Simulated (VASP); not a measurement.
Here is a VASP 6.6.1 calculation.

The input INCAR:

```
SYSTEM = LiSb7
PREC     = Accurate       ! precision mode
ENCUT    = 520            ! plane-wave cutoff, eV
EDIFF    = 1E-6           ! SCF threshold, eV
ISMEAR   = 0              ! smearing method
SIGMA    = 0.1            ! smearing width, eV
LREAL    = .False.        ! projectors in reciprocal space
LASPH    = .True.         ! aspherical terms in the spheres
NELM     = 100            ! most SCF steps
ALGO     = Fast           ! electronic algorithm
ISIF     = 2              ! what is computed and relaxed
LWAVE    = .False.        ! write WAVECAR
LCHARG   = .False.        ! write CHGCAR
GGA      = PE             ! functional
NBANDS   = 29             ! bands
```

File KPOINTS:

```
Automatic mesh
0
Gamma
  9 9 6
  0 0 0
```

POSCAR

```
LiSb7
1.0
    6.4127029628      0.0000000000      0.0000000000
   -3.2063514814      5.5535636727      0.0000000000
    0.0000000000      0.0000000000      6.2445628189
Li Sb
1 7
Direct
    0.0000000000      0.0000000000      0.5000000000
    0.4364100450      0.0000000000      0.7544083484
    0.0000000000      0.4364100450      0.7544083484
    0.5635899550      0.5635899550      0.7544083484
    0.4364100450      0.0000000000      0.2455916516
    0.0000000000      0.4364100450      0.2455916516
    0.5635899550      0.5635899550      0.2455916516
    0.0000000000      0.0000000000      0.0000000000
```

Potentials or basis: VASP PAW PBE potentials, release 64 (Li_sv, Sb).

Command:

```bash
$ cat potpaw_PBE.64/Li_sv/POTCAR potpaw_PBE.64/Sb/POTCAR > POTCAR
$ mpirun -np 1 vasp_std > vasp.out
```

Task: Estimate the band gap on the k mesh.

Result: Zero (bands 19 and 20 overlap by 1.27 eV).

Caveat: spin-orbit coupling is left out, which moves the levels of the heavy elements.
